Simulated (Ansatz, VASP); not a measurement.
## Two plane-wave programs on MnI4

File INCAR:

```
SYSTEM = MnI4
ALGO     = Normal         ! electronic algorithm
EDIFF    = 1E-6           ! SCF threshold, eV
ENCUT    = 520            ! plane-wave cutoff, eV
GGA      = PE             ! functional
ISIF     = 2              ! what is computed and relaxed
ISMEAR   = 0              ! smearing method
ISPIN    = 2              ! spin polarisation
LASPH    = .True.         ! aspherical terms in the spheres
LCHARG   = .True.         ! write CHGCAR
LELF     = .True.         ! ELF
LMAXMIX  = 4              ! l up to which the mixer works
LORBIT   = 11             ! projections on sites
LREAL    = .False.        ! projectors in reciprocal space
LVHAR    = .True.       
LWAVE    = .False.        ! write WAVECAR
MAGMOM   = 4 0 0 0 0      ! initial moments
NBANDS   = 32             ! bands
NELM     = 150            ! most SCF steps
PREC     = Accurate       ! precision mode
SIGMA    = 0.1            ! smearing width, eV
```

Contents of KPOINTS:

```
k-points
0
Gamma
  4 4 4
  0 0 0
```

Contents of POSCAR:

```
MnI4
1.0
   -3.6016185700      3.6016185700      3.6016185700
    3.6016185700     -3.6016185700      3.6016185700
    3.6016185700      3.6016185700     -3.6016185700
Mn I
1 4
Direct
    0.0000000000      0.0000000000      0.0000000000
    0.5000000000      0.5000000000      0.5000000000
    0.5000000000      0.0000000000      0.0000000000
    0.0000000000      0.0000000000      0.5000000000
    0.0000000000      0.5000000000      0.0000000000
```

Input for Ansatz:

```yaml
crystal:
  lattice:
    - [-3.60161857, 3.60161857, 3.60161857]
    - [3.60161857, -3.60161857, 3.60161857]
    - [3.60161857, 3.60161857, -3.60161857]
  atoms:
    - { symbol: Mn, position: [0.0, 0.0, 0.0], spin: 4.0 }
    - { symbol: I, position: [0.5, 0.5, 0.5] }
    - { symbol: I, position: [0.5, 0.0, 0.0] }
    - { symbol: I, position: [0.0, 0.0, 0.5] }
    - { symbol: I, position: [0.0, 0.5, 0.0] }
basis:
  ecutwfc: 420
kpoints:
  mp_grid: { grid: [4, 4, 4] }
hamiltonian:
  xc: pbe
scf:
  occupations: { method: gaussian, width: 0.1 }
  lower_state_search: "off"
output:
  forces: true
  stress: true
  eigenvalues: true
  populations: true
magnetization:
  spin_polarized: true
```

Change from the starting cell: species swapped into the Hg4Pt type (Im-3m, No. 229).

Alike in both runs: task single point; functional PBE; k mesh 4 × 4 × 4; occupations gaussian, width 0.1 eV; collinear spin.

|  | VASP | Ansatz |
| --- | --- | --- |
| version | VASP 6.6.1 | Ansatz 0.2.0 |
| potentials or method | VASP PAW PBE potentials, release 64 (Mn_pv, I), cutoff 520 eV | scalar-relativistic, plane waves, PAW |
| valence electrons in the cell | 41 | 83 |

|  | VASP | Ansatz | Ansatz less VASP |
| --- | --- | --- | --- |
| gap on the k mesh at the Fermi level (eV) | none | none | - |
| pressure (GPa) | 0.2 | 0.2 | +0.05 |
| net moment per atom (μB) | 0.93 | 0.93 | 0.000 |
| size of the moment on the site where the two differ most (μB) | 4.36 | 4.52 | +0.163 |

Site moments also hang on the region over which each program counts them. A gap of «none» marks a metal or a gap that the smearing closes. The functional is the same, so the differences come from potentials, cutoffs and numerics. VASP's potentials hold 41 valence electrons a cell and Ansatz's 83, so a difference there can come from the potentials and not from the codes.

Spin-orbit coupling is off throughout.
